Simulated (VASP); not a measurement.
Crystal: BAs.

```xyz
2
Lattice="0.0000 2.4397 2.3698 2.4397 0.0000 2.3698 2.4397 2.4397 0.0000" Properties=species:S:1:pos:R:3 pbc="T T T"
B     0.0000    0.0000    0.0000
As    1.2199    1.2199    1.1849
```

This cell differs from its parent crystal: epitaxial xy strain +2.0%.

Base run:

| Quantity | Value |
| --- | --- |
| Program | VASP 6.6.1 |
| Functional | PBE |
| Potentials or basis | VASP PAW PBE potentials, release 64 (B, As) |
| Cutoff | 520 eV |
| k mesh | 10 × 10 × 10 |
| Occupations | fermi-dirac, width 0.02 eV |
| Spin | no spin polarisation |

Its results: band gap on the k mesh 0.79 eV, indirect (least direct gap 2.94 eV); pressure -1.3 GPa.

**Question.** The run is repeated on the same cell with these changes: k mesh from 10 × 10 × 10 to 6 × 6 × 6; occupations from fermi-dirac, width 0.02 eV to gaussian, width 0.01 eV. What comes out?

**Answer.** Band gap on the k mesh 0.88 eV, indirect (least direct gap 2.93 eV); pressure -1.3 GPa.

A k mesh can miss the band edges.
